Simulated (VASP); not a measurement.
Write the native input for VASP 6.6.1 that does the following.

* Task: single point
* Functional: PBE
* Potentials or basis: VASP PAW PBE potentials, release 64 (Zr_sv, C)
* Cutoff: 520 eV
* k mesh: 18 × 18 × 18
* Occupations: gaussian, width 0.1 eV
* Spin: no spin polarisation
* Dipole correction: no
* Further INCAR settings: ALGO = Normal; EDIFF = 1e-07; NBANDS = 15

The structure of ZrC lies in POSCAR:

```
ZrC
1.0
    2.9213324549      0.0000000000      0.0000000000
    0.0000000000      2.9213324549      0.0000000000
    0.0000000000      0.0000000000      2.9213324549
Zr C
1 1
Direct
    0.5000000000      0.5000000000      0.5000000000
    0.0000000000      0.0000000000      0.0000000000
```

These files were run (other wordings do the same):

INCAR

```
PREC = Accurate
ENCUT = 520
EDIFF = 1E-7
ISMEAR = 0
SIGMA = 0.1
LREAL = False
LASPH = True
NELM = 100
ALGO = Normal
ISIF = 2
LWAVE = False
LCHARG = True
GGA = PE
LELF = True
LVHAR = True
NBANDS = 15
```

KPOINTS

```
regular mesh
0
Gamma
  18 18 18
```

Potentials or basis: VASP PAW PBE potentials, release 64 (Zr_sv, C).

Run with:

```sh
$ cat potpaw_PBE.64/Zr_sv/POTCAR potpaw_PBE.64/C/POTCAR > POTCAR
$ mpirun -np 1 vasp_std > vasp.out
```

Results of the run:

```yaml
Pressure: 0.2 GPa
Band_gap_on_the_k_mesh: zero (band 8 reaches 11.62 eV, above the bottom of band 9 at 9.51 eV)
```

It took 2.5 min on 1 thread of AMD EPYC 7R13 (shared host), peak memory 0.17 GiB.
